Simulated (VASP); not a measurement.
# PbO (P4/nmm) in VASP: single point with LDA

Aim: the single point of PbO with LDA.

Program: VASP 6.6.1. These are calculated values, not measurements. Logs are shortened: lines on timing, memory, paths and dates and some standing lists are left out, and cuts for length are marked.

**1. The cell of the first run**

The structure is tetragonal, space group P4/nmm (No. 129). Conventional cell: a = 3.974 Å, b = 3.974 Å, c = 5.022 Å, α = 90.00°, β = 90.00°, γ = 90.00°. Pb (site symmetry 4mm) has 4 O at 2.31 Å within 3.1 Å. Within 3.1 Å of O (site symmetry -4m2) lie 4 Pb at 2.31 Å and 4 O at 2.81 Å.

**2. Single point, LDA**

INCAR

```
SYSTEM = PbO
PREC     = Accurate       ! precision mode
ENCUT    = 600            ! plane-wave cutoff, eV
EDIFF    = 1E-6           ! SCF threshold, eV
ISMEAR   = 0              ! smearing method
SIGMA    = 0.1            ! smearing width, eV
LREAL    = .FALSE.        ! projectors in reciprocal space
LASPH    = .TRUE.         ! aspherical terms in the spheres
NELM     = 120            ! most SCF steps
ALGO     = Normal         ! electronic algorithm
ISIF     = 2              ! what is computed and relaxed
LWAVE    = .FALSE.        ! write WAVECAR
LCHARG   = .FALSE.        ! write CHGCAR
GGA      = CA             ! functional
NBANDS   = 28             ! bands
GGA_COMPAT= .FALSE.
```

KPOINTS

```
Automatic mesh
0
G
  4 4 4
  0 0 0
```

POSCAR

```
PbO
1.0
    3.9744000000      0.0000000000      0.0000000000
    0.0000000000      3.9744000000      0.0000000000
    0.0000000000      0.0000000000      5.0220000000
Pb O
2 2
Direct
    0.0000000000      0.5000000000      0.2351000000
    0.5000000000      0.0000000000      0.7649000000
    0.0000000000      0.0000000000      0.0000000000
    0.5000000000      0.5000000000      0.0000000000
```

Potentials or basis: VASP PAW LDA potentials, release 64 (Pb_d, O).

Started as:

```
$ cat potpaw_LDA.64/Pb_d/POTCAR potpaw_LDA.64/O/POTCAR > POTCAR
$ mpirun -np 1 vasp_std > vasp.out
```

OUTCAR:

```text
SYSTEM = PbO
   PREC = Accurate
   ENCUT = 600
   EDIFF = 1E-6
   ISMEAR = 0
   LREAL = .FALSE.
   LASPH = .TRUE.
   NELM = 120
   ISIF = 2
   GGA = CA

 ion  position               nearest neighbor table
   1  0.000  0.500  0.235-   3 2.31   4 2.31   3 2.31   4 2.31   2 3.67   2 3.67   2 3.67   2 3.67
                             2 3.87   2 3.87   2 3.87   2 3.87
   2  0.500  0.000  0.765-   3 2.31   4 2.31   4 2.31   3 2.31   1 3.67   1 3.67   1 3.67   1 3.67
                             1 3.87   1 3.87   1 3.87   1 3.87
   3  0.000  0.000  0.000-   1 2.31   2 2.31   1 2.31   2 2.31
   4  0.500  0.500  0.000-   1 2.31   2 2.31   2 2.31   1 2.31

  LATTYP: Found a simple tetragonal cell.
 ALAT       =     3.9744000000
 C/A-ratio  =     1.2635869565

  Lattice vectors:

 A1 = (   3.9744000000,   0.0000000000,   0.0000000000)
 A2 = (   0.0000000000,   3.9744000000,   0.0000000000)
 A3 = (   0.0000000000,   0.0000000000,   5.0220000000)

Analysis of symmetry for initial positions (statically):
=====================================================================
 Subroutine PRICEL returns:
 Original cell was already a primitive cell.

 Routine SETGRP: Setting up the symmetry group for a
 simple tetragonal supercell.

 Subroutine GETGRP returns: Found 16 space group operations
 (whereof  8 operations were pure point group operations)
 out of a pool of 16 trial point group operations.

The static configuration has the point symmetry D_2d.
 The point group associated with its full space group is D_4h.

Analysis of symmetry for dynamics (positions and initial velocities):
=====================================================================
 Subroutine PRICEL returns:
 Original cell was already a primitive cell.

 Routine SETGRP: Setting up the symmetry group for a
 simple tetragonal supercell.

 Subroutine GETGRP returns: Found 16 space group operations
 (whereof  8 operations were pure point group operations)
 out of a pool of 16 trial point group operations.

The dynamic configuration has the point symmetry D_2d.
 The point group associated with its full space group is D_4h.

 Subroutine INISYM returns: Found 16 space group operations
 (whereof  8 operations are pure point group operations),
 and found     1 'primitive' translations

----------------------------------------------------------------------------------------

                                     Primitive cell

  volume of cell :      79.3268

  direct lattice vectors                    reciprocal lattice vectors
     3.974400000  0.000000000  0.000000000     0.251610306  0.000000000  0.000000000
     0.000000000  3.974400000  0.000000000     0.000000000  0.251610306  0.000000000
[... 87 lines left out ...]
   NFREE  =      0    steps in history (QN), initial steepest desc. (CG)
   ISIF   =      2    stress and relaxation
   ISYM   =      2    0-nonsym 1-usesym 2-fastsym
   POTIM  = 0.5000    time-step for ionic-motion
   TEBEG  =    0.0;   TEEND  =   0.0 temperature during run
   PSTRESS=    0.0 pullay stress
   NELECT =      40.0000    total number of electrons
   NUPDOWN=      -1.0000    fix difference up-down
   EMIN   =  10.00;   EMAX   =-10.00  energy-range for DOS
   EFERMI =   0.00;   METHOD = LEGACY
   ISMEAR =     0;   SIGMA  =   0.10  broadening in eV -4-tet -1-fermi 0-gaus
   EFERMI_NEDOS =   21; number of points for ismear=-14 and -15
   IALGO  =     38    algorithm
   IMIX   =      4    mixing-type and parameters
     AMIX     =   0.40;   BMIX     =  1.00
     AMIX_MAG =   1.60;   BMIX_MAG =  1.00
  volume/ion in A,a.u.               =      19.83       133.83
  Fermi-wavevector in a.u.,A,eV,Ry     =   1.303031  2.462372 23.101207  1.697891
  Thomas-Fermi vector in A             =   2.434060
   LORBIT       =      0    0 simple, 1 ext, 2 COOP (PROOUT), +10 PAW based schemes
   GGA     = CA    functional components
   LHFCALC =     F    Hartree Fock is set to
   AEXX    =    0.0000 exact exchange contribution
   IVDW    =     0    specifies the selected vdW correction
   LEPSILON=     F    determine dielectric tensor
   LRPA    =     F    only Hartree local field effects (RPA)
 non-spin polarized calculation
 Gauss-broadening in eV      SIGMA  =   0.10
  energy-cutoff  :      600.00
  volume of cell :       79.33
 maximum number of plane-waves:      2668
 NGX is ok and might be reduce to    32
   NGX = 15   NGY = 15   NGZ = 21

 number of electron      39.9999997 magnetization

 Free energy of the ion-electron system (eV)
  ---------------------------------------------------
  ext. energy  EPLUGINS =         0.00000000
  ---------------------------------------------------
  free energy    TOTEN  =       -24.39308293 eV

  energy without entropy =      -24.39308293  energy(sigma->0) =      -24.39308293

 E-fermi :   5.3319     XC(G=0): -10.2988

 val. band max:        4.8360890306   @ k =   0.0000   0.0000   0.0000
 cond. band min:       6.0352994190   @ k =   0.5000   0.5000   0.0000
 fundamental gap:      1.1992103884
 Fermi energy:         5.3318577055

 k-point     1 :       0.0000    0.0000    0.0000
  band No.  band energies     occupation
      1     -13.3653      2.00000
      2     -12.8446      2.00000
      3     -11.1079      2.00000
      4     -11.1079      2.00000
      5     -11.0367      2.00000
      6     -11.0248      2.00000
[... 547 lines left out ...]
     27      15.7766      0.00000
     28      15.7766      0.00000

------------------------ aborting loop because EDIFF is reached ----------------------------------------

  FORCE on cell =-STRESS in cart. coord.  units (eV):
  Direction    XX          YY          ZZ          XY          YZ          ZX
  --------------------------------------------------------------------------------------
  -------------------------------------------------------------------------------------
  Total       -0.8935711     -0.8935711     -0.6477891      0.0000000      0.0000000      0.0000000
  in kB      -18.0476165    -18.0476165    -13.0835125      0.0000000      0.0000000      0.0000000
  external PRESSURE =     -16.3929152 kB  Pullay stress =       0.0000000 kB

 VOLUME and BASIS-vectors are now :
 -----------------------------------------------------------------------------
  energy-cutoff  :      600.00
  volume of cell :       79.33
      direct lattice vectors                 reciprocal lattice vectors
     3.974400000  0.000000000  0.000000000     0.251610306  0.000000000  0.000000000
     0.000000000  3.974400000  0.000000000     0.000000000  0.251610306  0.000000000
     0.000000000  0.000000000  5.022000000     0.000000000  0.000000000  0.199123855

 POSITION                                       TOTAL-FORCE (eV/Angst)
 -----------------------------------------------------------------------------------
      0.00000      1.98720      1.18067        -0.000000     -0.000000     -0.100173
      1.98720      0.00000      3.84133         0.000000      0.000000      0.100173
      0.00000      0.00000      0.00000         0.000000      0.000000      0.000000
      1.98720      1.98720      0.00000         0.000000     -0.000000      0.000000
 -----------------------------------------------------------------------------------
    total drift:                                0.000000     -0.000000     -0.000000

  FREE ENERGIE OF THE ION-ELECTRON SYSTEM (eV)
  ---------------------------------------------------
  free  energy   TOTEN  =       -24.3930829280 eV

  energy  without entropy=      -24.3930829280  energy(sigma->0) =      -24.39308293
```

OSZICAR:

```text
N       E                     dE             d eps       ncg     rms          rms(c)
DAV:   1     0.481943614925E+03    0.48194E+03   -0.21120E+04  1008   0.186E+03
DAV:   2     0.362572996893E+02   -0.44569E+03   -0.42847E+03  1036   0.475E+02
DAV:   3    -0.256929880293E+02   -0.61950E+02   -0.60130E+02  1248   0.187E+02
DAV:   4    -0.287364826260E+02   -0.30435E+01   -0.30289E+01  1208   0.421E+01
DAV:   5    -0.288234408661E+02   -0.86958E-01   -0.86949E-01  1152   0.772E+00    0.119E+01
DAV:   6    -0.246860333617E+02    0.41374E+01   -0.23122E+01  1476   0.394E+01    0.540E+00
DAV:   7    -0.244632213161E+02    0.22281E+00   -0.27954E+00  1256   0.121E+01    0.241E+00
DAV:   8    -0.244049347948E+02    0.58287E-01   -0.57504E-01  1088   0.474E+00    0.809E-01
DAV:   9    -0.243926946151E+02    0.12240E-01   -0.53031E-02  1604   0.193E+00    0.246E-01
DAV:  10    -0.243933482723E+02   -0.65366E-03   -0.11277E-02  1192   0.717E-01    0.812E-02
DAV:  11    -0.243931350774E+02    0.21319E-03   -0.16720E-03  1740   0.340E-01    0.599E-02
DAV:  12    -0.243930902263E+02    0.44851E-04   -0.18637E-04  1504   0.135E-01    0.264E-02
DAV:  13    -0.243930829753E+02    0.72510E-05   -0.40120E-05  1136   0.399E-02    0.502E-03
DAV:  14    -0.243930829280E+02    0.47325E-07   -0.83747E-07   680   0.107E-02
   1 F= -.24393083E+02 E0= -.24393083E+02  d E =-.186582E-13
```

Wall time 39 s (1 thread of Intel Xeon 8259CL, shared host); peak memory 0.19 GiB.

Results:

```
Free energy            : -24.3931 eV
Pressure               : -1.6 GPa
Largest force          : 0.100 eV/Å
Band gap on the k mesh : 1.20 eV, indirect (least direct gap 2.26 eV)
```

Forces on the atoms (eV/Å):
```
Pb   0.000  0.000 -0.100
Pb   0.000  0.000  0.100
O    0.000  0.000  0.000
O    0.000  0.000  0.000
```

Caveat: spin-orbit coupling is left out, which moves the levels of the heavy elements. A k mesh can miss the band edges.
